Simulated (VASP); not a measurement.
# W7Au (F-43m) in VASP: notebook

W7Au is run at these levels: PBE; tasks: single point.

Everything below comes from runs of VASP 6.6.1. Logs are shortened: lines on timing, memory, paths and dates and some standing lists are left out, and cuts for length are marked.

### Step 1. The cell of the first run

It takes space group F-43m (No. 216, cubic). The conventional cell has a = 8.807 Å, b = 8.807 Å, c = 8.807 Å, α = 90.00°, β = 90.00°, γ = 90.00°. W (site symmetry 2mm) has 1 Au at 2.57 Å and 6 W at 2.59 to 3.14 Å within 3.4 Å. Within 4.1 Å of W (site symmetry -43m) lie 12 W at 3.14 Å and 4 Au at 3.81 Å. Au (site symmetry -43m) has 6 W at 2.57 Å within 3.4 Å.

### Step 2. Single point, PBE

Contents of INCAR:

```
ALGO = Fast
EDIFF = 1E-6
ENCUT = 520
GGA = PE
ISIF = 2
ISMEAR = 0
LASPH = T
LCHARG = F
LREAL = F
LWAVE = F
NBANDS = 64
NELM = 80
PREC = Accurate
SIGMA = 0.1
```

Contents of KPOINTS:

```
k-points
0
Gamma
  4 4 4
```

Contents of POSCAR:

```
W7Au
1.0
    0.0000000000      4.4032741097      4.4032741097
    4.4032741097      0.0000000000      4.4032741097
    4.4032741097      4.4032741097      0.0000000000
W Au
7 1
Direct
    0.2076306906      0.7923693094      0.7923693094
    0.7923693094      0.2076306906      0.2076306906
    0.7923693094      0.2076306906      0.7923693094
    0.2076306906      0.7923693094      0.2076306906
    0.7923693094      0.7923693094      0.2076306906
    0.2076306906      0.2076306906      0.7923693094
    0.2500000000      0.2500000000      0.2500000000
    0.5000000000      0.5000000000      0.5000000000
```

Potentials or basis: VASP PAW PBE potentials, release 64 (W_sv, Au).

Started as:

```bash
> cat potpaw_PBE.64/W_sv/POTCAR potpaw_PBE.64/Au/POTCAR > POTCAR
> mpirun -np 1 vasp_std > vasp.out
```

OUTCAR:

```text
EDIFF = 1E-6
   ENCUT = 520
   GGA = PE
   ISIF = 2
   ISMEAR = 0
   LASPH = T
   LREAL = F
   NELM = 80
   PREC = Accurate

 ion  position               nearest neighbor table
   1  0.208  0.792  0.792-   8 2.57   4 2.59   5 2.59   6 2.59   3 2.59   7 3.14   7 3.14
   2  0.792  0.208  0.208-   8 2.57   4 2.59   5 2.59   6 2.59   3 2.59   7 3.14   7 3.14
   3  0.792  0.208  0.792-   8 2.57   2 2.59   5 2.59   6 2.59   1 2.59   7 3.14   7 3.14
   4  0.208  0.792  0.208-   8 2.57   2 2.59   5 2.59   6 2.59   1 2.59   7 3.14   7 3.14
   5  0.792  0.792  0.208-   8 2.57   2 2.59   3 2.59   4 2.59   1 2.59   7 3.14   7 3.14
   6  0.208  0.208  0.792-   8 2.57   2 2.59   3 2.59   4 2.59   1 2.59   7 3.14   7 3.14
   7  0.250  0.250  0.250-   2 3.14   3 3.14   5 3.14   1 3.14   4 3.14   5 3.14   1 3.14   3 3.14
                             6 3.14   2 3.14   4 3.14   6 3.14
   8  0.500  0.500  0.500-   1 2.57   2 2.57   3 2.57   4 2.57   5 2.57   6 2.57

  LATTYP: Found a face centered cubic cell.
 ALAT       =     8.8065482194

  Lattice vectors:

 A1 = (   0.0000000000,   4.4032741097,   4.4032741097)
 A2 = (   4.4032741097,   0.0000000000,   4.4032741097)
 A3 = (   4.4032741097,   4.4032741097,   0.0000000000)

Analysis of symmetry for initial positions (statically):
=====================================================================
 Subroutine PRICEL returns:
 Original cell was already a primitive cell.

 Routine SETGRP: Setting up the symmetry group for a
 face centered cubic supercell.

 Subroutine GETGRP returns: Found 24 space group operations
 (whereof 24 operations were pure point group operations)
 out of a pool of 48 trial point group operations.

The static configuration has the point symmetry T_d .

Analysis of symmetry for dynamics (positions and initial velocities):
=====================================================================
 Subroutine PRICEL returns:
 Original cell was already a primitive cell.

 Routine SETGRP: Setting up the symmetry group for a
 face centered cubic supercell.

 Subroutine GETGRP returns: Found 24 space group operations
 (whereof 24 operations were pure point group operations)
 out of a pool of 48 trial point group operations.

The dynamic configuration has the point symmetry T_d .

 Subroutine INISYM returns: Found 24 space group operations
 (whereof 24 operations are pure point group operations),
 and found     1 'primitive' translations

----------------------------------------------------------------------------------------

                                     Primitive cell

  volume of cell :     170.7486

  direct lattice vectors                    reciprocal lattice vectors
     0.000000000  4.403274110  4.403274110    -0.113551868  0.113551868  0.113551868
     4.403274110  0.000000000  4.403274110     0.113551868 -0.113551868  0.113551868
     4.403274110  4.403274110  0.000000000     0.113551868  0.113551868 -0.113551868

  length of vectors
     6.227169965  6.227169965  6.227169965     0.196677604  0.196677604  0.196677604

  position of ions in fractional coordinates (direct lattice)
     0.207630691  0.792369309  0.792369309
     0.792369309  0.207630691  0.207630691
     0.792369309  0.207630691  0.792369309
     0.207630691  0.792369309  0.207630691
     0.792369309  0.792369309  0.207630691
     0.207630691  0.207630691  0.792369309
     0.250000000  0.250000000  0.250000000
     0.500000000  0.500000000  0.500000000

  ion indices of the primitive-cell ions
   primitive index   ion index
                 1           1
                 2           2
                 3           3
                 4           4
                 5           5
                 6           6
                 7           7
                 8           8

----------------------------------------------------------------------------------------

 KPOINTS: k-points

Automatic generation of k-mesh.
 Grid dimensions read from file:
 generate k-points for:    4    4    4

 Generating k-lattice:

  Cartesian coordinates                     Fractional coordinates (reciprocal lattice)
    -0.028387967  0.028387967  0.028387967     0.250000000  0.000000000  0.000000000
     0.028387967 -0.028387967  0.028387967     0.000000000  0.250000000  0.000000000
     0.028387967  0.028387967 -0.028387967     0.000000000  0.000000000  0.250000000

  Length of vectors
     0.049169401  0.049169401  0.049169401

  Shift w.r.t. Gamma in fractional coordinates (k-lattice)
     0.000000000  0.000000000  0.000000000

 Subroutine IBZKPT returns following result:
 ===========================================

 Found      8 irreducible k-points:

 Following reciprocal coordinates:
            Coordinates               Weight
  0.000000  0.000000  0.000000      1.000000
  0.250000  0.000000  0.000000      8.000000
  0.500000  0.000000  0.000000      4.000000
  0.250000  0.250000  0.000000      6.000000
  0.500000  0.250000  0.000000     24.000000
 -0.250000  0.250000  0.000000     12.000000
  0.500000  0.500000  0.000000      3.000000
 -0.250000  0.500000  0.250000      6.000000
   k-points           NKPTS =      8   k-points in BZ     NKDIM =      8   number of bands    NBANDS=     64
   number of dos      NEDOS =    301   number of ions     NIONS =      8
   total plane-waves  NPLWV = 110592
   dimension x,y,z NGX =    48 NGY =   48 NGZ =   48
   dimension x,y,z NGXF=    96 NGYF=   96 NGZF=   96
   ions per type =               7   1
   NGX,Y,Z   is equivalent  to a cutoff of  12.81, 12.81, 12.81 a.u.
   NGXF,Y,Z  is equivalent  to a cutoff of  25.63, 25.63, 25.63 a.u.
 SYSTEM =  unknown system
   PREC   = accura    normal or accurate (medium, high low for compatibility)
   ISTART =      0    job   : 0-new  1-cont  2-samecut
   ICHARG =      2    charge: 1-file 2-atom 10-const
   ISPIN  =      1    spin polarized calculation?
   LNONCOLLINEAR =      F non collinear calculations
   LSORBIT =      F    spin-orbit coupling
   LASPH  =      T    aspherical Exc in radial PAW
   ENCUT  =  520.0 eV  38.22 Ry    6.18 a.u.  11.58 11.58 11.58*2*pi/ulx,y,z
   NELM   =     80;   NELMIN=  2; NELMDL= -5     # of ELM steps
   EDIFF  = 0.1E-05   stopping-criterion for ELM
   LREAL  =      F    real-space projection
   EDIFFG = 0.1E-04   stopping-criterion for IOM
   NSW    =      0    number of steps for IOM
   IBRION =     -1    ionic relax: 0-MD 1-quasi-New 2-CG
   NFREE  =      0    steps in history (QN), initial steepest desc. (CG)
   ISIF   =      2    stress and relaxation
   ISYM   =      2    0-nonsym 1-usesym 2-fastsym
   POTIM  = 0.5000    time-step for ionic-motion
   TEBEG  =    0.0;   TEEND  =   0.0 temperature during run
   PSTRESS=    0.0 pullay stress
   NELECT =     109.0000    total number of electrons
   NUPDOWN=      -1.0000    fix difference up-down
   EMIN   =  10.00;   EMAX   =-10.00  energy-range for DOS
   EFERMI =   0.00;   METHOD = LEGACY
   ISMEAR =     0;   SIGMA  =   0.10  broadening in eV -4-tet -1-fermi 0-gaus
   EFERMI_NEDOS =   21; number of points for ismear=-14 and -15
   IALGO  =     68    algorithm
   IMIX   =      4    mixing-type and parameters
     AMIX     =   0.40;   BMIX     =  1.00
     AMIX_MAG =   1.60;   BMIX_MAG =  1.00
  volume/ion in A,a.u.               =      21.34       144.03
  Fermi-wavevector in a.u.,A,eV,Ry     =   1.409607  2.663770 27.034653  1.986991
  Thomas-Fermi vector in A             =   2.531645
   LORBIT       =      0    0 simple, 1 ext, 2 COOP (PROOUT), +10 PAW based schemes
   GGA     = PE    functional components
   LHFCALC =     F    Hartree Fock is set to
   AEXX    =    0.0000 exact exchange contribution
   IVDW    =     0    specifies the selected vdW correction
   LEPSILON=     F    determine dielectric tensor
   LRPA    =     F    only Hartree local field effects (RPA)
 non-spin polarized calculation
 RMM-DIIS sequential band-by-band and
 Gauss-broadening in eV      SIGMA  =   0.10
  energy-cutoff  :      520.00
  volume of cell :      170.75
 maximum number of plane-waves:      4645
 NGX is ok and might be reduce to    48
   NGX = 23   NGY = 23   NGZ = 23

 number of electron     109.0000008 magnetization

 Free energy of the ion-electron system (eV)
  ---------------------------------------------------
  ext. energy  EPLUGINS =         0.00000000
  ---------------------------------------------------
  free energy    TOTEN  =       -80.81039179 eV

  energy without entropy =      -80.74521950  energy(sigma->0) =      -80.77780565

 E-fermi :   7.3039     XC(G=0): -11.5865

 val. band max:        7.2785461169   @ k =  -0.2500   0.2500   0.0000
 cond. band min:       7.3098993048   @ k =   0.5000   0.0000   0.0000
 fundamental gap:      0.0313531879
 Fermi energy:         7.3039151044

 k-point     1 :       0.0000    0.0000    0.0000
  band No.  band energies     occupation
      1     -67.0506      2.00000
      2     -66.5049      2.00000
      3     -66.3853      2.00000
      4     -66.3853      2.00000
      5     -66.3853      2.00000
      6     -66.3262      2.00000
[... 56 lines left out ...]
     63      10.5471      0.00000
     64      10.6892      0.00000

 k-point     2 :       0.2500    0.0000    0.0000
  band No.  band energies     occupation
      1     -67.0505      2.00000
      2     -66.5044      2.00000
      3     -66.3859      2.00000
      4     -66.3852      2.00000
      5     -66.3852      2.00000
      6     -66.3263      2.00000
[... 56 lines left out ...]
     63      10.1852      0.00000
     64      10.2697      0.00000

 k-point     3 :       0.5000    0.0000    0.0000
  band No.  band energies     occupation
      1     -67.0505      2.00000
      2     -66.5038      2.00000
      3     -66.3865      2.00000
      4     -66.3850      2.00000
      5     -66.3850      2.00000
      6     -66.3264      2.00000
[... 324 lines left out ...]
     63       9.5975      0.00000
     64       9.7890      0.00000

 k-point     8 :      -0.2500    0.5000    0.2500
  band No.  band energies     occupation
      1     -67.0504      2.00000
      2     -66.5037      2.00000
      3     -66.3856      2.00000
      4     -66.3853      2.00000
      5     -66.3852      2.00000
      6     -66.3271      2.00000
[... 56 lines left out ...]
     63       9.8200      0.00000
     64       9.8831      0.00000

------------------------ aborting loop because EDIFF is reached ----------------------------------------

  FORCE on cell =-STRESS in cart. coord.  units (eV):
  Direction    XX          YY          ZZ          XY          YZ          ZX
  --------------------------------------------------------------------------------------
  -------------------------------------------------------------------------------------
  Total        0.4286910      0.4286910      0.4286910      0.0000000      0.0000000      0.0000000
  in kB        4.0225162      4.0225162      4.0225162      0.0000000      0.0000000      0.0000000
  external PRESSURE =       4.0225162 kB  Pullay stress =       0.0000000 kB

 VOLUME and BASIS-vectors are now :
 -----------------------------------------------------------------------------
  energy-cutoff  :      520.00
  volume of cell :      170.75
      direct lattice vectors                 reciprocal lattice vectors
     0.000000000  4.403274110  4.403274110    -0.113551868  0.113551868  0.113551868
     4.403274110  0.000000000  4.403274110     0.113551868 -0.113551868  0.113551868
     4.403274110  4.403274110  0.000000000     0.113551868  0.113551868 -0.113551868

 POSITION                                       TOTAL-FORCE (eV/Angst)
 -----------------------------------------------------------------------------------
      6.97804      4.40327      4.40327        -0.041337     -0.000000      0.000000
      1.82851      4.40327      4.40327         0.041337     -0.000000      0.000000
      4.40327      6.97804      4.40327        -0.000000     -0.041337      0.000000
      4.40327      1.82851      4.40327        -0.000000      0.041337      0.000000
      4.40327      4.40327      6.97804        -0.000000     -0.000000     -0.041337
      4.40327      4.40327      1.82851        -0.000000     -0.000000      0.041337
      2.20164      2.20164      2.20164        -0.000000     -0.000000      0.000000
      4.40327      4.40327      4.40327        -0.000000     -0.000000      0.000000
 -----------------------------------------------------------------------------------
    total drift:                               -0.000000     -0.000000     -0.000000

  FREE ENERGIE OF THE ION-ELECTRON SYSTEM (eV)
  ---------------------------------------------------
  free  energy   TOTEN  =       -80.8103917931 eV

  energy  without entropy=      -80.7452194987  energy(sigma->0) =      -80.77780565
```

It took 70 s on 1 thread of Intel Xeon 6975P-C (Granite Rapids), shared host; peak memory 0.35 GiB.

Results:

```
Free energy   : -80.8104 eV
Pressure      : 0.4 GPa
Largest force : 0.041 eV/Å
```

Forces in eV/Å, atoms in the order of the input:
```
W   -0.041  0.000  0.000
W    0.041  0.000  0.000
W    0.000 -0.041  0.000
W    0.000  0.041  0.000
W    0.000  0.000 -0.041
W    0.000  0.000  0.041
W    0.000  0.000  0.000
Au   0.000  0.000  0.000
```

Caveat: spin-orbit coupling is left out, which moves the levels of the heavy elements.

### Step 3. Single point, PBE

This run uses another cell than the first one, of 18.03 Å³/atom, 0.845 times its volume.

Contents of INCAR:

```
SYSTEM = W7Au
PREC     = Accurate       ! precision mode
ENCUT    = 520            ! plane-wave cutoff, eV
EDIFF    = 1E-7           ! SCF threshold, eV
ISMEAR   = 0              ! smearing method
SIGMA    = 0.1            ! smearing width, eV
LREAL    = .False.        ! projectors in reciprocal space
LASPH    = .True.         ! aspherical terms in the spheres
NELM     = 60             ! most SCF steps
ALGO     = Normal         ! electronic algorithm
ISIF     = 2              ! what is computed and relaxed
LWAVE    = .False.        ! write WAVECAR
LCHARG   = .False.        ! write CHGCAR
GGA      = PE             ! functional
NBANDS   = 64             ! bands
```

Contents of KPOINTS:

```
regular mesh
0
Gamma
  4 4 4
  0 0 0
```

Contents of POSCAR:

```
W7Au
1.0
    0.0000000000      4.1621812800      4.1621812800
    4.1621812800      0.0000000000      4.1621812800
    4.1621812800      4.1621812800      0.0000000000
W Au
7 1
Direct
    0.2308333100      0.7691666900      0.7691666900
    0.7691666900      0.2308333100      0.2308333100
    0.7691666900      0.2308333100      0.7691666900
    0.2308333100      0.7691666900      0.2308333100
    0.7691666900      0.7691666900      0.2308333100
    0.2308333100      0.2308333100      0.7691666900
    0.2500000000      0.2500000000      0.2500000000
    0.5000000000      0.5000000000      0.5000000000
```

Potentials or basis: VASP PAW PBE potentials, release 64 (W_sv, Au).

Started as:

```bash
> cat potpaw_PBE.64/W_sv/POTCAR potpaw_PBE.64/Au/POTCAR > POTCAR
> mpirun -np 1 vasp_std > vasp.out
```

Wall time 54 s (1 thread of Intel Xeon 6975P-C (Granite Rapids), shared host); peak memory 0.34 GiB.

It converged, with:

| Quantity | Value |
| --- | --- |
| Free energy | -74.2958 eV |
| Pressure | 39.8 GPa |
| Largest force | 8.484 eV/Å |

Forces on the atoms (eV/Å):
```
W    8.484  0.000  0.000
W   -8.484  0.000  0.000
W    0.000  8.484  0.000
W    0.000 -8.484  0.000
W    0.000  0.000  8.484
W    0.000  0.000 -8.484
W    0.000  0.000  0.000
Au   0.000  0.000  0.000
```

Levels at points of the mesh, in eV from the Fermi level:
```
           k point  band 50  band 51  band 52  band 53  band 54  band 55  band 56  band 57  band 58  band 59
(0.00, 0.00, 0.00)    -0.80    -0.80     0.67     0.67     0.75     0.75     0.75     1.05     1.05     1.05
(0.50, 0.00, 0.00)    -1.48    -0.94    -0.88    -0.49    -0.49     0.29     0.38     0.38     1.11     1.11
(0.50, 0.50, 0.00)    -1.74    -1.45    -1.00    -0.41    -0.29    -0.21    -0.13    -0.13     0.15     0.15
```

Caveat: spin-orbit coupling is left out, which moves the levels of the heavy elements; forces of over 1 eV/Å act on the atoms, so gaps and moduli don't describe the material at rest.
